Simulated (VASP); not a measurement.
Runs of VASP 6.6.1 on HfN. The structure is that of space group Fm-3m (No. 225), or close to it. The cells are those of the table. 

| cell | gap on the mesh (eV) | pressure (GPa) |
| --- | --- | --- |
| a = 3.219, b = 3.219, c = 3.243 Å, angles 59.8, 59.8, 60.5°, 2 atoms | none | (b) |
| a = 3.243, b = 3.243, c = 3.291 Å, angles 59.5, 59.5, 61.0°, 2 atoms | none | -18.7 |
| a = 3.124, b = 3.124, c = 3.051 Å, angles 60.8, 60.8, 58.5°, 2 atoms | none | 26.9 |
| a = 3.147, b = 3.147, c = 3.099 Å, angles 60.5, 60.5, 59.0°, 2 atoms | none | (a) |
| a = 3.100, b = 3.100, c = 3.003 Å, angles 61.0, 61.0, 57.9°, 2 atoms | none | 42.0 |

Alike in all rows: task single point; level PBEsol; potentials or basis VASP PAW PBE potentials, release 64 (Hf_pv, N); no spin polarisation; k mesh 18 × 18 × 18; cutoff (eV) 520; smearing gaussian 0.15 eV.

Task: Estimate the missing entries.

Result: (a) 14.3; (b) -12.5.

Caveats: the PAW data sets were made with another functional, which shifts forces and pressure a little; spin-orbit coupling is left out, which moves the levels of the heavy elements.

A k mesh can miss the band edges, and the runs leave out spin-orbit coupling on Hf.

A gap of «none» marks levels without a gap at the run's occupations.
